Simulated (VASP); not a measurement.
Write the native input for VASP 6.6.1 that does the following.

- Task: single point
- Functional: LDA
- Potentials or basis: VASP PAW LDA potentials, release 64 (Ge_d)
- Cutoff: 520 eV
- k mesh: 20 × 20 × 12
- Occupations: gaussian, width 0.15 eV
- Spin: no spin polarisation
- Dipole correction: no
- Further INCAR settings: ALGO = Normal; EDIFF = 1e-06; NBANDS = 21

The structure of Ge lies in POSCAR:

```
Ge
1.0
    1.5299917960     -2.6678176225      0.0000000000
    1.5299917960      2.6678176225      0.0000000000
    0.0000000000      0.0000000000      4.4719700757
Ge
2
Direct
    0.6665533700      0.3334466300      0.2500000000
    0.3334466300      0.6665533700      0.7500000000
```

This isn't the form of Ge at room conditions, which is diamond.

This cell differs from its parent crystal: ratio of the length along z to the lengths across it x 0.92, volume and fractional coordinates fixed.

The input as run:

INCAR

```
PREC = Accurate ; ENCUT = 520
EDIFF = 1E-6 ; ISMEAR = 0
SIGMA = 0.15 ; LREAL = False
LASPH = True ; NELM = 80
ALGO = Normal ; ISIF = 2
LWAVE = False ; LCHARG = False
NBANDS = 21
```

KPOINTS

```
regular mesh
0
Gamma
  20 20 12
```

Potentials or basis: VASP PAW LDA potentials, release 64 (Ge_d).

Run with:

```bash
$ cat potpaw_LDA.64/Ge_d/POTCAR > POTCAR
$ mpirun -np 1 vasp_std > vasp.out
```

It gave:

The pressure is -0.9 GPa and the largest force is 0.006 eV/Å. The band gap on the k mesh is zero (bands 14 and 15 overlap by 8.97 eV).

It took 6.2 min on 1 thread of Intel Xeon 8259CL, on a shared host, peak memory 0.52 GiB.
